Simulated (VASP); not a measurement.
Wanted: the native input for a VASP 6.6.1 run.

```yaml
Task: relaxation of cell and atoms
Functional: PBE
Dispersion: D3(BJ)
Potentials_or_basis: VASP PAW PBE potentials, release 64 (Ca_sv)
Cutoff: 600 eV
k_mesh: 14 × 14 × 14
Occupations: gaussian, width 0.1 eV
Spin: no spin polarisation
Dipole_correction: no
Further_INCAR_settings: ALGO = Normal; EDIFF = 1e-07; IBRION = 2; EDIFFG = -0.005; NSW = 100; ISIF = 3
```

The structure of Ca lies in POSCAR:

```
Ca
1.0
    0.0000000000      2.7942000000      2.7942000000
    2.7942000000      0.0000000000      2.7942000000
    2.7942000000      2.7942000000      0.0000000000
Ca
1
Direct
    0.0000000000      0.0000000000      0.0000000000
```

The input as run:

INCAR

```
SYSTEM = Ca
PREC     = Accurate       ! precision mode
ENCUT    = 600            ! plane-wave cutoff, eV
EDIFF    = 1E-7           ! SCF threshold, eV
ISMEAR   = 0              ! smearing method
SIGMA    = 0.1            ! smearing width, eV
LREAL    = .FALSE.        ! projectors in reciprocal space
LASPH    = .TRUE.         ! aspherical terms in the spheres
NELM     = 100            ! most SCF steps
ALGO     = Normal         ! electronic algorithm
ISIF     = 3              ! what is computed and relaxed
LWAVE    = .FALSE.        ! write WAVECAR
LCHARG   = .FALSE.        ! write CHGCAR
GGA      = PE             ! functional
IVDW     = 12             ! dispersion correction
IBRION   = 2              ! ionic algorithm
NSW      = 100            ! ionic steps
EDIFFG   = -0.005         ! ionic threshold
```

KPOINTS

```
regular mesh
0
G
  14 14 14
  0 0 0
```

Potentials or basis: VASP PAW PBE potentials, release 64 (Ca_sv).

The run is started by

```bash
$ cat potpaw_PBE.64/Ca_sv/POTCAR > POTCAR
$ mpirun -np 1 vasp_std > vasp.out
```

It gave:

```
Relaxed volume                        : 40.21 Å³/atom
Relaxed cell                          : a = 3.846 Å, b = 3.846 Å, c = 3.846 Å, α = 60.00°, β = 60.00°, γ = 60.00°
Space group after relaxing (to 0.1 Å) : Fm-3m (No. 225)
Energy gained by relaxing             : 14.8 meV/atom
Ionic steps                           : 4
Pressure after relaxing               : 0.0 GPa
Band gap on the k mesh                : zero (bands 5 and 6 overlap by 0.24 eV)
Dispersion energy per atom            : -0.241 eV
```

Wall time 46 s on 1 thread of Intel(R) Xeon(R) 6975P-C (Granite Rapids), on a shared host, peak memory 0.23 GiB.
